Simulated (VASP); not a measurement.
The system is Zr2F.

```
Zr F
1.0
     1.44237    0.83275    5.58463
    -1.44237    0.83275    5.58463
     0.00000   -1.66550    5.58463
Zr F
2 1
Cartesian
  0.0000 0.0000 12.5386
  0.0000 0.0000 9.7994
  0.0000 0.0000 0.0000
```

```yaml
Program: VASP 6.6.1
Task: relaxation of cell and atoms
Functional: PBE
Potentials_or_basis: VASP PAW PBE potentials, release 64 (Zr_sv, F)
Cutoff: 600 eV
k_mesh: 6 × 6 × 6
Occupations: gaussian, width 0.1 eV
Spin: no spin polarisation
```

At the start: pressure 59.1 GPa; volume 13.42 Å³/atom.

Q: Where does the relaxation end?

A: Over 15 steps the energy falls by 982.5 meV/atom and the volume is 17.75 Å³/atom (+32.3 %); space group R3m (No. 160, to 0.05 Å).

Step by step:
| step | energy change (eV) | largest force (eV/Å) | pressure (GPa) | volume (Å³) |
| --- | --- | --- | --- | --- |
| 1 | 0.0000 | 6.3617 | 59.08 | 40.25 |
| 2 | -1.0787 | 0.9670 | -20.52 | 76.47 |
| 3 | -2.7706 | 1.1130 | -5.68 | 55.75 |
| 4 | -2.7804 | 1.1843 | -4.40 | 54.93 |
| 5 | -2.7823 | 1.2549 | -3.15 | 54.19 |
| 6 | -2.9130 | 0.5974 | 0.78 | 52.23 |
| 7 | -2.9239 | 0.2550 | 2.73 | 51.49 |
| 8 | -2.9418 | 0.1135 | 0.15 | 53.03 |
| 9 | -2.9418 | 0.1121 | 0.25 | 52.96 |
| 10 | -2.9430 | 0.0993 | -0.11 | 53.11 |
| 11 | -2.9431 | 0.0991 | -0.40 | 53.23 |
| 12 | -2.9439 | 0.0977 | -0.24 | 53.14 |
| 13 | -2.9446 | 0.0973 | 0.26 | 52.90 |
| 14 | -2.9457 | 0.0714 | 0.23 | 52.99 |
| 15 | -2.9474 | 0.0134 | 0.11 | 53.25 |

Final structure:
```cif
data_structure
_symmetry_space_group_name_H-M 'P 1'
_symmetry_Int_Tables_number 1
_cell_length_a 6.2468
_cell_length_b 6.2468
_cell_length_c 6.2468
_cell_angle_alpha 29.781
_cell_angle_beta 29.781
_cell_angle_gamma 29.781
_cell_volume 53.25
loop_
_atom_site_label
_atom_site_type_symbol
_atom_site_fract_x
_atom_site_fract_y
_atom_site_fract_z
_atom_site_occupancy
Zr1 Zr 0.76224 0.76224 0.76224 1
Zr2 Zr 0.56717 0.56717 0.56717 1
F1 F 0.00389 0.00389 0.00389 1
```

Caveat: the k points lie up to 0.38 Å⁻¹ apart in the final cell; the volume moved by over 15 % at a fixed basis, so the end points are rough; an odd number of electrons without spin polarisation forces a metal; a magnetic or distorted state may lie lower.
